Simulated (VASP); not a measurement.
ZrC, 2 atoms in the cell. Symmetry: Fm-3m, No. 225, cubic system. The conventional cell has a = 4.709 Å, b = 4.709 Å, c = 4.709 Å, α = 90.00°, β = 90.00°, γ = 90.00°. Zr (site symmetry m-3m) has 6 C at 2.35 Å within 3.1 Å. C (site symmetry m-3m) has 6 Zr at 2.35 Å within 3.1 Å. 

- Program: VASP 6.6.1
- Task: single point
- Functional: LDA
- Potentials or basis: VASP PAW LDA potentials, release 64 (Zr_sv, C)
- Cutoff: 520 eV
- k mesh: 20 × 20 × 20
- Occupations: gaussian, width 0.1 eV
- Spin: no spin polarisation
- Dipole correction: no
- Further INCAR settings: ALGO = Normal; EDIFF = 1e-06; NBANDS = 15

Potentials or basis: VASP PAW LDA potentials, release 64 (Zr_sv, C).

Run with:

```bash
$ cat potpaw_LDA.64/Zr_sv/POTCAR potpaw_LDA.64/C/POTCAR > POTCAR
$ mpirun -np 1 vasp_std > vasp.out
```

Hardware: 1 thread of Intel(R) Xeon(R) Platinum 8259CL CPU @ 2.50GHz (Skylake/Cascade Lake), on a shared host.

Task: How long does it take, and how much memory?

Result: Run time: 110 s on 1 thread of Intel(R) Xeon(R) Platinum 8259CL CPU @ 2.50GHz (Skylake/Cascade Lake), with other jobs on the host, peak memory 0.22 GiB. Counts: scf iterations 14, k points 256.
